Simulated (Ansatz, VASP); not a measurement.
## MgO in VASP and in Ansatz

```
Mg O
1.0
     0.03741    2.09753    2.09753
     2.09753    0.03741    2.09753
     2.09753    2.09753    0.03741
Mg O
1 1
Cartesian
  0.0000 0.0000 0.0000
  2.1162 2.1162 2.1162
```

Change from the starting cell: epitaxial_111 strain -2.0%.

Alike in both runs: task single point; functional r2SCAN; k mesh 10 × 10 × 10; no spin polarisation.

|  | VASP | Ansatz |
| --- | --- | --- |
| version | VASP 6.6.1 | Ansatz 0.2.0 |
| potentials or method | VASP PAW PBE potentials, release 64 (Mg, O) | plane waves, PAW |
| plane-wave cutoff (eV) | 520 | 500 |
| occupations | gaussian, width 0.01 eV | fixed |
| valence electrons in the cell | 8 | 16 |

```csv
,VASP,Ansatz,Ansatz less VASP
gap on the k mesh at the Fermi level (eV),5.92,5.95,+0.025
pressure (GPa),4.9,6.0,+1.16
"traceless stress, the component that is largest in VASP (GPa)",-3.05,-3.03,+0.020
```

VASP's potentials were made for PBE, not for r2SCAN. VASP's potentials hold 8 valence electrons a cell and Ansatz's 16, so a difference there can come from the potentials and not from the codes.
